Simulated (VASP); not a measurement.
# Si2Mo (MoSi2 type) (I4/mmm) in VASP: notebook

Si2Mo (MoSi2 type) is run at these levels: PBE; tasks: single point, relaxation of cell and atoms.

All numbers are computed with VASP 6.6.1; they aren't measurements. Logs are shortened: lines on timing, memory, paths and dates and some standing lists are left out, and cuts for length are marked.

**1. The cell of the first run**

It takes space group I4/mmm (No. 139, tetragonal). Conventional cell: a = 3.217 Å, b = 3.217 Å, c = 7.873 Å, α = 90.00°, β = 90.00°, γ = 90.00°. Mo (site symmetry 4/mmm) has 10 Si at 2.62 to 2.64 Å and 4 Mo at 3.22 Å within 3.5 Å. Within 3.4 Å of Si (site symmetry 4mm) lie 9 Si at 2.60 to 3.22 Å and 5 Mo at 2.62 to 2.64 Å.

**2. Single point, PBE**

File INCAR:

```
SYSTEM = Si2Mo
PREC = Accurate ; ENCUT = 520
EDIFF = 1E-6 ; ISMEAR = -1
SIGMA = 0.08 ; LREAL = .False.
LASPH = .True. ; NELM = 80
ALGO = Normal ; ISIF = 2
LWAVE = .False. ; LCHARG = .False.
GGA = PE ; NBANDS = 18
```

File KPOINTS:

```
Automatic mesh
0
Gamma
  15 15 15
  0 0 0
```

File POSCAR:

```
Si2Mo
1.0
   -1.6082792363      1.6082792363      3.9367293280
    1.6082792363     -1.6082792363      3.9367293280
    1.6082792363      1.6082792363     -3.9367293280
Mo Si
1 2
Direct
    0.0000000000      0.0000000000      0.0000000000
    0.3350797548      0.3350797548      0.0000000000
   -0.3350797548     -0.3350797548      0.0000000000
```

Potentials or basis: VASP PAW PBE potentials, release 64 (Mo_sv, Si).

The run is started by

```
cat potpaw_PBE.64/Mo_sv/POTCAR potpaw_PBE.64/Si/POTCAR > POTCAR
mpirun -np 1 vasp_std > vasp.out
```

OUTCAR:

```text
SYSTEM = Si2Mo
   PREC = Accurate
   ENCUT = 520
   EDIFF = 1E-6
   ISMEAR = -1
   LREAL = .False.
   LASPH = .True.
   NELM = 80
   ISIF = 2
   GGA = PE

 ion  position               nearest neighbor table
   1  0.000  0.000  0.000-   3 2.62   3 2.62   3 2.62   2 2.62   3 2.62   2 2.62   2 2.62   2 2.62
                             2 2.64   3 2.64
   2  0.335  0.335  0.000-   3 2.60   1 2.62   1 2.62   1 2.62   1 2.62   1 2.64   3 2.64   3 2.64
                             3 2.64   3 2.64
   3  0.665  0.665  0.000-   2 2.60   1 2.62   1 2.62   1 2.62   1 2.62   1 2.64   2 2.64   2 2.64
                             2 2.64   2 2.64

  LATTYP: Found a body centered tetragonal cell.
 ALAT       =     3.2165584726
 C/A-ratio  =     2.4477896867

  Lattice vectors:

 A1 = (  -1.6082792363,   1.6082792363,   3.9367293280)
 A2 = (   1.6082792363,  -1.6082792363,   3.9367293280)
 A3 = (   1.6082792363,   1.6082792363,  -3.9367293280)

Analysis of symmetry for initial positions (statically):
=====================================================================
 Subroutine PRICEL returns:
 Original cell was already a primitive cell.

 Routine SETGRP: Setting up the symmetry group for a
 body centered tetragonal supercell.

 Subroutine GETGRP returns: Found 16 space group operations
 (whereof 16 operations were pure point group operations)
 out of a pool of 16 trial point group operations.

The static configuration has the point symmetry D_4h.

Analysis of symmetry for dynamics (positions and initial velocities):
=====================================================================
 Subroutine PRICEL returns:
 Original cell was already a primitive cell.

 Routine SETGRP: Setting up the symmetry group for a
 body centered tetragonal supercell.

 Subroutine GETGRP returns: Found 16 space group operations
 (whereof 16 operations were pure point group operations)
 out of a pool of 16 trial point group operations.

The dynamic configuration has the point symmetry D_4h.

 Subroutine INISYM returns: Found 16 space group operations
 (whereof 16 operations are pure point group operations),
 and found     1 'primitive' translations

----------------------------------------------------------------------------------------

                                     Primitive cell

  volume of cell :      40.7304

  direct lattice vectors                    reciprocal lattice vectors
    -1.608279236  1.608279236  3.936729328     0.000000000  0.310891286  0.127008986
     1.608279236 -1.608279236  3.936729328     0.310891286  0.000000000  0.127008986
     1.608279236  1.608279236 -3.936729328     0.310891286  0.310891286  0.000000000

  length of vectors
     4.546532965  4.546532965  4.546532965     0.335834296  0.335834296  0.439666673

  position of ions in fractional coordinates (direct lattice)
     0.000000000  0.000000000  0.000000000
     0.335079755  0.335079755  0.000000000
     0.664920245  0.664920245  0.000000000

  ion indices of the primitive-cell ions
   primitive index   ion index
                 1           1
                 2           2
                 3           3

----------------------------------------------------------------------------------------

 KPOINTS: Automatic mesh

Automatic generation of k-mesh.
 Grid dimensions read from file:
 generate k-points for:   15   15   15

 Generating k-lattice:

  Cartesian coordinates                     Fractional coordinates (reciprocal lattice)
     0.000000000  0.020726086  0.008467266     0.066666667  0.000000000  0.000000000
     0.020726086  0.000000000  0.008467266     0.000000000  0.066666667  0.000000000
     0.020726086  0.020726086  0.000000000     0.000000000  0.000000000  0.066666667

  Length of vectors
     0.022388953  0.022388953  0.029311112

  Shift w.r.t. Gamma in fractional coordinates (k-lattice)
     0.000000000  0.000000000  0.000000000

 Subroutine IBZKPT returns following result:
 ===========================================

 Found    288 irreducible k-points:

 Following reciprocal coordinates:
            Coordinates               Weight
  0.000000  0.000000  0.000000      1.000000
  0.066667 -0.000000  0.000000      8.000000
  0.133333 -0.000000  0.000000      8.000000
  0.200000 -0.000000  0.000000      8.000000
  0.266667 -0.000000  0.000000      8.000000
  0.333333 -0.000000  0.000000      8.000000
[... 16 lines left out ...]
  0.133333  0.133333  0.000000      8.000000
  0.200000  0.133333  0.000000     16.000000
 [... further k-points ...]
   k-points           NKPTS =    288   k-points in BZ     NKDIM =    288   number of bands    NBANDS=     18
   number of dos      NEDOS =    301   number of ions     NIONS =      3
   total plane-waves  NPLWV =  46656
   dimension x,y,z NGX =    36 NGY =   36 NGZ =   36
   dimension x,y,z NGXF=    72 NGYF=   72 NGZF=   72
   ions per type =               1   2
   NGX,Y,Z   is equivalent  to a cutoff of  13.16, 13.16, 13.16 a.u.
   NGXF,Y,Z  is equivalent  to a cutoff of  26.33, 26.33, 26.33 a.u.
 SYSTEM =  Si2Mo
   PREC   = accura    normal or accurate (medium, high low for compatibility)
   ISTART =      0    job   : 0-new  1-cont  2-samecut
   ICHARG =      2    charge: 1-file 2-atom 10-const
   ISPIN  =      1    spin polarized calculation?
   LNONCOLLINEAR =      F non collinear calculations
   LSORBIT =      F    spin-orbit coupling
   LASPH  =      T    aspherical Exc in radial PAW
   ENCUT  =  520.0 eV  38.22 Ry    6.18 a.u.   8.45  8.45  8.45*2*pi/ulx,y,z
   NELM   =     80;   NELMIN=  2; NELMDL= -5     # of ELM steps
   EDIFF  = 0.1E-05   stopping-criterion for ELM
   LREAL  =      F    real-space projection
   EDIFFG = 0.1E-04   stopping-criterion for IOM
   NSW    =      0    number of steps for IOM
   IBRION =     -1    ionic relax: 0-MD 1-quasi-New 2-CG
   NFREE  =      0    steps in history (QN), initial steepest desc. (CG)
   ISIF   =      2    stress and relaxation
   ISYM   =      2    0-nonsym 1-usesym 2-fastsym
   POTIM  = 0.5000    time-step for ionic-motion
   TEBEG  =    0.0;   TEEND  =   0.0 temperature during run
   PSTRESS=    0.0 pullay stress
   NELECT =      22.0000    total number of electrons
   NUPDOWN=      -1.0000    fix difference up-down
   EMIN   =  10.00;   EMAX   =-10.00  energy-range for DOS
   EFERMI =   0.00;   METHOD = LEGACY
   ISMEAR =    -1;   SIGMA  =   0.08  broadening in eV -4-tet -1-fermi 0-gaus
   EFERMI_NEDOS =   21; number of points for ismear=-14 and -15
   IALGO  =     38    algorithm
   IMIX   =      4    mixing-type and parameters
     AMIX     =   0.40;   BMIX     =  1.00
     AMIX_MAG =   1.60;   BMIX_MAG =  1.00
  volume/ion in A,a.u.               =      13.58        91.62
  Fermi-wavevector in a.u.,A,eV,Ry     =   1.333244  2.519465 24.184887  1.777539
  Thomas-Fermi vector in A             =   2.462117
   LORBIT       =      0    0 simple, 1 ext, 2 COOP (PROOUT), +10 PAW based schemes
   GGA     = PE    functional components
[... 5 lines left out ...]
 non-spin polarized calculation
  energy-cutoff  :      520.00
  volume of cell :       40.73
 maximum number of plane-waves:      1134
 NGX is ok and might be reduce to    36
   NGX = 17   NGY = 17   NGZ = 17

 number of electron      22.0000000 magnetization

 Free energy of the ion-electron system (eV)
  ---------------------------------------------------
  ext. energy  EPLUGINS =         0.00000000
  ---------------------------------------------------
  free energy    TOTEN  =       -23.26416489 eV

  energy without entropy =      -23.25819836  energy(sigma->0) =      -23.26118163

 E-fermi :  12.0700     XC(G=0): -12.3698

 val. band max:       12.0536041175   @ k =  -0.4667   0.4667   0.3333
 cond. band min:      12.0713145464   @ k =  -0.4000  -0.4667   0.4000
 fundamental gap:      0.0177104289
 Fermi energy:        12.0699631200

 k-point     1 :       0.0000    0.0000    0.0000
  band No.  band energies     occupation
      1     -48.6615      2.00000
      2     -22.8032      2.00000
      3     -22.7357      2.00000
      4     -22.7357      2.00000
      5      -1.2487      2.00000
      6       5.7663      2.00000
[... 10 lines left out ...]
     17      17.1227      0.00000
     18      17.1227      0.00000

 k-point     2 :       0.0667   -0.0000    0.0000
  band No.  band energies     occupation
      1     -48.6607      2.00000
      2     -22.8024      2.00000
      3     -22.7463      2.00000
      4     -22.7347      2.00000
      5      -1.1686      2.00000
      6       5.7689      2.00000
[... 10 lines left out ...]
     17      17.1778      0.00000
     18      17.6329      0.00000

 k-point     3 :       0.1333   -0.0000    0.0000
  band No.  band energies     occupation
      1     -48.6586      2.00000
      2     -22.8002      2.00000
      3     -22.7764      2.00000
      4     -22.7319      2.00000
      5      -0.9311      2.00000
      6       5.7529      2.00000
[... 10 lines left out ...]
     17      17.4998      0.00000
     18      18.6943      0.00000

 k-point     4 :       0.2000   -0.0000    0.0000
  band No.  band energies     occupation
      1     -48.6555      2.00000
      2     -22.8207      2.00000
      3     -22.7967      2.00000
      4     -22.7277      2.00000
      5      -0.5439      2.00000
      6       5.6285      2.00000
[... 375 lines left out ...]
      4     -22.7446      2.00000
      5      -1.1124      2.00000
      6       5.8873      2.00000
[... 10 lines left out ...]
     17      17.4386      0.00000
     18      17.7463      0.00000

 k-point    23 :       0.1333    0.1333    0.0000
  band No.  band energies     occupation
      1     -48.6558      2.00000
      2     -22.7987      2.00000
      3     -22.7746      2.00000
      4     -22.7699      2.00000
      5      -0.5357      2.00000
      6       5.3553      2.00000
[... 10 lines left out ...]
     17      18.6591      0.00000
     18      19.0215      0.00000

 k-point    24 :       0.2000    0.1333    0.0000
  band No.  band energies     occupation
      1     -48.6527      2.00000
      2     -22.8165      2.00000
      3     -22.7951      2.00000
      4     -22.7675      2.00000
      5      -0.1230      2.00000
      6       5.1613      2.00000
[... 10 lines left out ...]
     17      18.7022      0.00000
     18      20.1274      0.00000

 [... further k-points ...]

------------------------ aborting loop because EDIFF is reached ----------------------------------------

  FORCE on cell =-STRESS in cart. coord.  units (eV):
  Direction    XX          YY          ZZ          XY          YZ          ZX
  --------------------------------------------------------------------------------------
  -------------------------------------------------------------------------------------
  Total        0.0554598      0.0554598      0.0462331      0.0000000      0.0000000     -0.0000000
  in kB        2.1815765      2.1815765      1.8186336      0.0000000      0.0000000     -0.0000000
  external PRESSURE =       2.0605955 kB  Pullay stress =       0.0000000 kB

 VOLUME and BASIS-vectors are now :
 -----------------------------------------------------------------------------
  energy-cutoff  :      520.00
  volume of cell :       40.73
      direct lattice vectors                 reciprocal lattice vectors
    -1.608279236  1.608279236  3.936729328     0.000000000  0.310891286  0.127008986
     1.608279236 -1.608279236  3.936729328     0.310891286  0.000000000  0.127008986
     1.608279236  1.608279236 -3.936729328     0.310891286  0.310891286  0.000000000

 POSITION                                       TOTAL-FORCE (eV/Angst)
 -----------------------------------------------------------------------------------
      0.00000      0.00000      0.00000         0.000000      0.000000      0.000000
      0.00000      0.00000      2.63824        -0.000000     -0.000000     -0.003531
      0.00000      0.00000      5.23522         0.000000      0.000000      0.003531
 -----------------------------------------------------------------------------------
    total drift:                                0.000000     -0.000000     -0.000000

  FREE ENERGIE OF THE ION-ELECTRON SYSTEM (eV)
  ---------------------------------------------------
  free  energy   TOTEN  =       -23.2641648939 eV

  energy  without entropy=      -23.2581983617  energy(sigma->0) =      -23.26118163
```

Run time: 5.7 min. Hardware: 1 thread of Intel Xeon Platinum 8259CL at 2.50GHz (Skylake/Cascade Lake), shared host; peak memory 0.35 GiB.

What came out:

- Free energy: -23.2642 eV
- Pressure: 0.2 GPa
- Largest force: 0.004 eV/Å
- Band gap on the k mesh: zero (bands 11 and 12 overlap by 0.89 eV)

Forces on the atoms (eV/Å):
```
Mo   0.000  0.000  0.000
Si   0.000  0.000 -0.004
Si   0.000  0.000  0.004
```

**3. Relaxation of cell and atoms, PBE, target pressure 160 GPa, at which the enthalpy is minimised**

This run uses another cell than the first one, of 9.45 Å³/atom.

File INCAR:

```
ALGO = Normal ; EDIFF = 1E-7
EDIFFG = -0.005 ; ENCUT = 600
GGA = PE ; IBRION = 2
ISIF = 3 ; ISMEAR = -1
LASPH = True ; LCHARG = False
LREAL = False ; LWAVE = False
NELM = 60 ; NSW = 32
PREC = Accurate ; PSTRESS = 1600.0
SIGMA = 0.08
```

File KPOINTS:

```
k-points
0
Gamma
  16 16 16
```

File POSCAR:

```
Si2Mo
1.0
   -1.4105613701      1.4105613701      3.5635701281
    1.4105613701     -1.4105613701      3.5635701281
    1.4105613701      1.4105613701     -3.5635701281
Mo Si
1 2
Direct
    0.0000000000      0.0000000000      0.0000000000
    0.3309937233      0.3309937233      0.0000000000
   -0.3309937233     -0.3309937233      0.0000000000
```

Potentials or basis: VASP PAW PBE potentials, release 64 (Mo_sv, Si).

The run is started by

```
cat potpaw_PBE.64/Mo_sv/POTCAR potpaw_PBE.64/Si/POTCAR > POTCAR
mpirun -np 1 vasp_std > vasp.out
```

It took 18 min on 1 thread of Intel Xeon Platinum 8259CL at 2.50GHz (Skylake/Cascade Lake), shared host; peak memory 0.35 GiB.

The run converged. Its results:

```
Free energy                                                : -18.7432 eV
Relaxed volume                                             : 9.46 Å³/atom
Relaxed cell                                               : a = 4.085 Å, b = 4.085 Å, c = 4.085 Å, α = 139.59°, β = 139.59°, γ = 58.48°
Space group after relaxing (to 0.1 Å)                      : I4/mmm (No. 139)
Energy change on relaxing (the run minimises the enthalpy) : -9.2 meV/atom
Ionic steps                                                : 6
Pressure after relaxing                                    : 160.0 GPa
Band gap on the k mesh                                     : zero (bands 11 and 12 overlap by 1.57 eV)
```

Step by step:
```tsv
step	energy change (eV)	largest force (eV/Å)	pressure (GPa)	volume (Å³)
1	0.0000	0.0251	160.76	28.36
2	-0.1828	0.0412	155.70	28.55
3	-0.0283	0.0148	159.98	28.39
4	-0.0288	0.0147	159.97	28.39
5	-0.0264	0.0129	160.02	28.39
6	-0.0275	0.0001	160.00	28.39
```

Final structure:
```xyz
3
Lattice="-1.4110 1.4110 3.5647 1.4110 -1.4110 3.5647 1.4110 1.4110 -3.5647" Properties=species:S:1:pos:R:3 pbc="T T T"
Mo    0.0000    0.0000    0.0000
Si    0.0000    0.0000    2.3593
Si    0.0000    0.0000    4.7702
```

Levels at points of the mesh, in eV from the Fermi level:
```
           k point  band 7  band 8  band 9  band 10  band 11  band 12  band 13  band 14  band 15
(0.00, 0.00, 0.00)   -5.04   -3.59   -3.59    -3.16     0.87     1.51     5.36     5.36     5.87
(0.50, 0.00, 0.00)   -6.55   -5.16   -4.17    -3.42    -1.01     3.89     3.91     4.51     6.78
(0.50, 0.50, 0.00)   -7.27   -5.91   -5.01    -4.94    -0.46     3.92     4.11     4.33     4.67
(0.50, 0.50, 0.50)   -5.80   -3.70   -0.95    -0.95    -0.09    -0.09     1.12     5.66     5.78
```

Caveat: the cell is relaxed towards a set pressure, so the run minimises the enthalpy, not the energy.
